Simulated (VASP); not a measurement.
# Ta4O (Cm) in VASP: single point with PBEsol

Aim: the single point of Ta4O with PBEsol.

Program: VASP 6.6.1. These are calculated values, not measurements. Logs are shortened: lines on timing, memory, paths and dates and some standing lists are left out, and cuts for length are marked.

**1. The cell of the first run**

The structure is monoclinic, space group Cm (No. 8). Conventional cell: a = 4.541 Å, b = 4.541 Å, c = 7.342 Å, α = 90.00°, β = 90.00°, γ = 90.00°. Ta (site symmetry m) has 4 O at 2.03 to 2.52 Å within 2.7 Å. Ta (site symmetry m) has 1 O at 1.92 Å within 2.5 Å. Within 3.3 Å of Ta (site symmetry m) lie 1 O at 2.26 Å and 13 Ta at 2.77 to 3.21 Å. Ta (site symmetry m) has 14 Ta at 2.77 to 3.67 Å within 3.7 Å. Within 2.6 Å of O (site symmetry m) lie 6 Ta at 1.92 to 2.52 Å.

**2. Single point, PBEsol (all Ta atoms moved -0.300 Å, as atom 1 along Cartesian [1 1 1])**

File INCAR:

```
SYSTEM = Ta4O
ALGO = Normal
EDIFF = 1E-7
ENCUT = 520
GGA = PS
ISIF = 2
ISMEAR = 0
LASPH = .True.
LCHARG = .False.
LREAL = .False.
LWAVE = .False.
NBANDS = 33
NELM = 100
PREC = Accurate
SIGMA = 0.15
```

File KPOINTS:

```
k-points
0
Gamma
  14 14 8
  0 0 0
```

File POSCAR:

```
Ta4O
1.0
    3.2109380109      0.0000000000      0.0000000000
    0.0000000000      3.2109380109      0.0000000000
    0.0000000000      0.0000000000      7.3419833767
Ta O
4 1
Direct
   -0.0539422063     -0.0539422063      0.4764089522
    0.4460577937      0.4460577937      0.7591921547
    0.4460577937      0.4460577937      0.1936257497
   -0.0539422063     -0.0539422063     -0.0235910478
    0.5000000000      0.5000000000      0.5000000000
```

Potentials or basis: VASP PAW PBE potentials, release 64 (Ta_pv, O).

Run with:

```console
$ cat potpaw_PBE.64/Ta_pv/POTCAR potpaw_PBE.64/O/POTCAR > POTCAR
$ mpirun -np 1 vasp_std > vasp.out
```

OUTCAR:

```text
SYSTEM = Ta4O
   EDIFF = 1E-7
   ENCUT = 520
   GGA = PS
   ISIF = 2
   ISMEAR = 0
   LASPH = .True.
   LREAL = .False.
   NELM = 100
   PREC = Accurate

 ion  position               nearest neighbor table
   1  0.946  0.946  0.476-   5 2.03   5 2.29   5 2.29   5 2.52   2 3.08   2 3.08   2 3.08   2 3.08
                             3 3.08   3 3.08   3 3.08   3 3.08
   2  0.446  0.446  0.759-   5 1.92   4 2.77   4 2.77   4 2.77   4 2.77   1 3.08   1 3.08   1 3.08
                             1 3.08   3 3.19
   3  0.446  0.446  0.194-   5 2.26   4 2.77   4 2.77   4 2.77   4 2.77   1 3.08   1 3.08   1 3.08
                             1 3.08   2 3.19
   4  0.946  0.946  0.976-   3 2.77   3 2.77   3 2.77   3 2.77   2 2.77   2 2.77   2 2.77   2 2.77

   5  0.500  0.500  0.500-   2 1.92   1 2.03   3 2.26   1 2.29   1 2.29   1 2.52

  LATTYP: Found a simple tetragonal cell.
 ALAT       =     3.2109380109
 C/A-ratio  =     2.2865540698

  Lattice vectors:

 A1 = (   3.2109380109,   0.0000000000,   0.0000000000)
 A2 = (   0.0000000000,   3.2109380109,   0.0000000000)
 A3 = (   0.0000000000,   0.0000000000,   7.3419833767)

Analysis of symmetry for initial positions (statically):
=====================================================================
 Subroutine PRICEL returns:
 Original cell was already a primitive cell.

 Routine SETGRP: Setting up the symmetry group for a
 simple tetragonal supercell.

 Subroutine GETGRP returns: Found  2 space group operations
 (whereof  2 operations were pure point group operations)
 out of a pool of 16 trial point group operations.

The static configuration has the point symmetry C_1h.

Analysis of symmetry for dynamics (positions and initial velocities):
=====================================================================
 Subroutine PRICEL returns:
 Original cell was already a primitive cell.

 Routine SETGRP: Setting up the symmetry group for a
 simple tetragonal supercell.

 Subroutine GETGRP returns: Found  2 space group operations
 (whereof  2 operations were pure point group operations)
 out of a pool of 16 trial point group operations.

The dynamic configuration has the point symmetry C_1h.

 Subroutine INISYM returns: Found  2 space group operations
 (whereof  2 operations are pure point group operations),
 and found     1 'primitive' translations

----------------------------------------------------------------------------------------

                                     Primitive cell

  volume of cell :      75.6968

  direct lattice vectors                    reciprocal lattice vectors
     3.210938011  0.000000000  0.000000000     0.311435474  0.000000000  0.000000000
     0.000000000  3.210938011  0.000000000     0.000000000  0.311435474  0.000000000
     0.000000000  0.000000000  7.341983377     0.000000000  0.000000000  0.136202978

  length of vectors
     3.210938011  3.210938011  7.341983377     0.311435474  0.311435474  0.136202978

  position of ions in fractional coordinates (direct lattice)
     0.946057794  0.946057794  0.476408952
     0.446057794  0.446057794  0.759192155
     0.446057794  0.446057794  0.193625750
     0.946057794  0.946057794  0.976408952
     0.500000000  0.500000000  0.500000000

  ion indices of the primitive-cell ions
   primitive index   ion index
                 1           1
                 2           2
                 3           3
                 4           4
                 5           5

----------------------------------------------------------------------------------------

 KPOINTS: k-points

Automatic generation of k-mesh.
 Grid dimensions read from file:
 generate k-points for:   14   14    8

 Generating k-lattice:

  Cartesian coordinates                     Fractional coordinates (reciprocal lattice)
     0.022245391  0.000000000  0.000000000     0.071428571  0.000000000  0.000000000
     0.000000000  0.022245391  0.000000000     0.000000000  0.071428571  0.000000000
     0.000000000  0.000000000  0.017025372     0.000000000  0.000000000  0.125000000

  Length of vectors
     0.022245391  0.022245391  0.017025372

  Shift w.r.t. Gamma in fractional coordinates (k-lattice)
     0.000000000  0.000000000  0.000000000

 Subroutine IBZKPT returns following result:
 ===========================================

 Found    429 irreducible k-points:

 Following reciprocal coordinates:
            Coordinates               Weight
  0.000000  0.000000  0.000000      1.000000
  0.071429  0.000000  0.000000      4.000000
  0.142857  0.000000  0.000000      4.000000
  0.214286  0.000000  0.000000      4.000000
  0.285714  0.000000  0.000000      4.000000
  0.357143  0.000000  0.000000      4.000000
[... 16 lines left out ...]
 -0.142857  0.142857  0.000000      2.000000
  0.214286  0.142857  0.000000      4.000000
 [... further k-points ...]
   k-points           NKPTS =    429   k-points in BZ     NKDIM =    429   number of bands    NBANDS=     33
   number of dos      NEDOS =    301   number of ions     NIONS =      5
   total plane-waves  NPLWV =  32256
   dimension x,y,z NGX =    24 NGY =   24 NGZ =   56
   dimension x,y,z NGXF=    48 NGYF=   48 NGZF=  112
   ions per type =               4   1
   NGX,Y,Z   is equivalent  to a cutoff of  12.43, 12.43, 12.68 a.u.
   NGXF,Y,Z  is equivalent  to a cutoff of  24.85, 24.85, 25.36 a.u.
 SYSTEM =  Ta4O
   PREC   = accura    normal or accurate (medium, high low for compatibility)
   ISTART =      0    job   : 0-new  1-cont  2-samecut
   ICHARG =      2    charge: 1-file 2-atom 10-const
   ISPIN  =      1    spin polarized calculation?
   LNONCOLLINEAR =      F non collinear calculations
   LSORBIT =      F    spin-orbit coupling
   LASPH  =      T    aspherical Exc in radial PAW
   ENCUT  =  520.0 eV  38.22 Ry    6.18 a.u.   5.97  5.97 13.65*2*pi/ulx,y,z
   NELM   =    100;   NELMIN=  2; NELMDL= -5     # of ELM steps
   EDIFF  = 0.1E-06   stopping-criterion for ELM
   LREAL  =      F    real-space projection
   EDIFFG = 0.1E-05   stopping-criterion for IOM
   NSW    =      0    number of steps for IOM
   IBRION =     -1    ionic relax: 0-MD 1-quasi-New 2-CG
   NFREE  =      0    steps in history (QN), initial steepest desc. (CG)
   ISIF   =      2    stress and relaxation
   ISYM   =      2    0-nonsym 1-usesym 2-fastsym
   POTIM  = 0.5000    time-step for ionic-motion
   TEBEG  =    0.0;   TEEND  =   0.0 temperature during run
   PSTRESS=    0.0 pullay stress
   NELECT =      50.0000    total number of electrons
   NUPDOWN=      -1.0000    fix difference up-down
   EMIN   =  10.00;   EMAX   =-10.00  energy-range for DOS
   EFERMI =   0.00;   METHOD = LEGACY
   ISMEAR =     0;   SIGMA  =   0.15  broadening in eV -4-tet -1-fermi 0-gaus
   EFERMI_NEDOS =   21; number of points for ismear=-14 and -15
   IALGO  =     38    algorithm
   IMIX   =      4    mixing-type and parameters
     AMIX     =   0.40;   BMIX     =  1.00
     AMIX_MAG =   1.60;   BMIX_MAG =  1.00
  volume/ion in A,a.u.               =      15.14       102.17
  Fermi-wavevector in a.u.,A,eV,Ry     =   1.425736  2.694250 27.656874  2.032723
  Thomas-Fermi vector in A             =   2.546088
   LORBIT       =      0    0 simple, 1 ext, 2 COOP (PROOUT), +10 PAW based schemes
   GGA     = PS    functional components
   LHFCALC =     F    Hartree Fock is set to
   AEXX    =    0.0000 exact exchange contribution
   IVDW    =     0    specifies the selected vdW correction
   LEPSILON=     F    determine dielectric tensor
   LRPA    =     F    only Hartree local field effects (RPA)
 non-spin polarized calculation
 Gauss-broadening in eV      SIGMA  =   0.15
  energy-cutoff  :      520.00
  volume of cell :       75.70
 maximum number of plane-waves:      2072
   NGX = 11   NGY = 11   NGZ = 27

 number of electron      50.0000001 magnetization

 Free energy of the ion-electron system (eV)
  ---------------------------------------------------
  ext. energy  EPLUGINS =         0.00000000
  ---------------------------------------------------
  free energy    TOTEN  =       -58.13360981 eV

  energy without entropy =      -58.10712774  energy(sigma->0) =      -58.12036877

 E-fermi :   6.5465     XC(G=0): -12.9196

 val. band max:        6.5432792574   @ k =   0.5000   0.5000   0.3750
 cond. band min:       6.5466227372   @ k =   0.2143   0.1429   0.5000
 fundamental gap:      0.0033434798
 Fermi energy:         6.5465441770

 k-point     1 :       0.0000    0.0000    0.0000
  band No.  band energies     occupation
      1     -28.8345      2.00000
      2     -28.7848      2.00000
      3     -28.5043      2.00000
      4     -28.0509      2.00000
      5     -27.8031      2.00000
      6     -27.6065      2.00000
[... 25 lines left out ...]
     32       9.0405      0.00000
     33       9.1613      0.00000

 k-point     2 :       0.0714    0.0000    0.0000
  band No.  band energies     occupation
      1     -28.8524      2.00000
      2     -28.7897      2.00000
      3     -28.4989      2.00000
      4     -28.0556      2.00000
      5     -27.8136      2.00000
      6     -27.6044      2.00000
[... 25 lines left out ...]
     32       9.1101      0.00000
     33       9.4502      0.00000

 k-point     3 :       0.1429    0.0000    0.0000
  band No.  band energies     occupation
      1     -28.9152      2.00000
      2     -28.7885      2.00000
      3     -28.4854      2.00000
      4     -28.0695      2.00000
      5     -27.8411      2.00000
      6     -27.6050      2.00000
[... 25 lines left out ...]
     32       9.3755      0.00000
     33       9.9422      0.00000

 k-point     4 :       0.2143    0.0000    0.0000
  band No.  band energies     occupation
      1     -29.0080      2.00000
      2     -28.7792      2.00000
      3     -28.4696      2.00000
      4     -28.0899      2.00000
      5     -27.8760      2.00000
      6     -27.6203      2.00000
[... 673 lines left out ...]
     32       8.9166      0.00000
     33      10.0108      0.00000

 k-point    23 :      -0.1429    0.1429    0.0000
  band No.  band energies     occupation
      1     -28.9306      2.00000
      2     -28.8470      2.00000
      3     -28.4696      2.00000
      4     -28.0685      2.00000
      5     -27.8461      2.00000
      6     -27.6669      2.00000
[... 25 lines left out ...]
     32       8.8516      0.00000
     33       9.9145      0.00000

 k-point    24 :       0.2143    0.1429    0.0000
  band No.  band energies     occupation
      1     -29.0058      2.00000
      2     -28.8486      2.00000
      3     -28.4551      2.00000
      4     -28.0736      2.00000
      5     -27.8577      2.00000
      6     -27.7012      2.00000
[... 25 lines left out ...]
     32       8.8538      0.00000
     33      10.2526      0.00000

 [... further k-points ...]

------------------------ aborting loop because EDIFF is reached ----------------------------------------

  FORCE on cell =-STRESS in cart. coord.  units (eV):
  Direction    XX          YY          ZZ          XY          YZ          ZX
  --------------------------------------------------------------------------------------
  -------------------------------------------------------------------------------------
  Total        1.9993988      1.9993988      2.7112935      1.6370774     -0.8001019     -0.8001022
  in kB       42.3187435     42.3187435     57.3865185     34.6499464    -16.9347442    -16.9347503
  external PRESSURE =      47.3413352 kB  Pullay stress =       0.0000000 kB

 VOLUME and BASIS-vectors are now :
 -----------------------------------------------------------------------------
  energy-cutoff  :      520.00
  volume of cell :       75.70
      direct lattice vectors                 reciprocal lattice vectors
     3.210938011  0.000000000  0.000000000     0.311435474  0.000000000  0.000000000
     0.000000000  3.210938011  0.000000000     0.000000000  0.311435474  0.000000000
     0.000000000  0.000000000  7.341983377     0.000000000  0.000000000  0.136202978

 POSITION                                       TOTAL-FORCE (eV/Angst)
 -----------------------------------------------------------------------------------
      3.03773      3.03773      3.49779         0.899131      0.899131     -0.128099
      1.43226      1.43226      5.57398        -0.080760     -0.080760      2.526605
      1.43226      1.43226      1.42160         0.147823      0.147823      1.111924
      3.03773      3.03773      7.16878        -0.172882     -0.172882      0.212290
      1.60547      1.60547      3.67099        -0.793313     -0.793313     -3.722721
 -----------------------------------------------------------------------------------
    total drift:                                0.000109      0.000109      0.000136

  FREE ENERGIE OF THE ION-ELECTRON SYSTEM (eV)
  ---------------------------------------------------
  free  energy   TOTEN  =       -58.1336098068 eV

  energy  without entropy=      -58.1071277389  energy(sigma->0) =      -58.12036877
```

It took 7.9 min on 1 thread of AMD EPYC 9R45 (Zen 5), shared host; peak memory 0.79 GiB.

What came out:

| Item | Value |
| --- | --- |
| Free energy | -58.1336 eV |
| Pressure | 4.7 GPa |
| Largest force | 3.888 eV/Å |
| Band gap on the k mesh | zero (bands 25 and 26 overlap by 1.30 eV) |

Forces in eV/Å, atoms in the order of the input:
```
Ta   0.899  0.899 -0.128
Ta  -0.081 -0.081  2.527
Ta   0.148  0.148  1.112
Ta  -0.173 -0.173  0.212
O   -0.793 -0.793 -3.723
```

Caveat: the cell differs from its parent crystal (all Ta atoms moved -0.300 Å, as atom 1 along Cartesian [1 1 1]); the cell stands under pressure; the PAW data sets were made with another functional, which shifts forces and pressure a little; spin-orbit coupling is left out, which moves the levels of the heavy elements.
